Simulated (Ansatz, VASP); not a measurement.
**One calculation of Mg2Si3N3, two programs**

```xyz
8
Lattice="3.3009 0.0000 0.0000 -1.6504 2.8587 0.0000 0.0000 0.0000 11.1255" Properties=species:S:1:pos:R:3 pbc="T T T"
Mg    1.6504    0.9529    9.8607
Mg    0.0000    1.9058    1.2648
Si    0.0000    1.9058    7.1280
Si    1.6504    0.9529    3.9975
Si    0.0000    0.0000    5.5627
N     0.0000    1.9058    8.7587
N     1.6504    0.9529    2.3668
N     0.0000    0.0000    0.0000
```

Alike in both runs: functional PBE; k mesh 6 × 6 × 2; occupations gaussian, width 0.2 eV; no spin polarisation.

Ansatz relaxed the structure, and its values are those at the end. VASP's run is a single point on that final structure, the one shown.

|  | VASP | Ansatz |
| --- | --- | --- |
| version | VASP 6.6.1 | Ansatz 0.2.0 |
| potentials or method | VASP PAW PBE potentials, release 64 (Mg, Si, N), cutoff 600 eV | scalar-relativistic, plane waves, PAW |
| valence electrons in the cell | 31 | 47 |

VASP gave:

| Property | Result |
| --- | --- |
| gap on the k mesh at the Fermi level (eV) | none |
| pressure (GPa) | 0.0 |
| rms of the force components (eV/Å) | 0.042 |

Question: What did Ansatz give for the same quantities?

Answer: gap on the k mesh at the Fermi level (eV): none; pressure (GPa): 0.3; rms of the force components (eV/Å): 0.017.

A gap of «none» marks a metal or a gap that the smearing closes. The functional is the same, so the differences come from potentials, cutoffs and numerics. VASP's potentials hold 31 valence electrons a cell and Ansatz's 47, so a difference there can come from the potentials and not from the codes.

The k mesh is coarse, so the values compare programs but aren't converged.
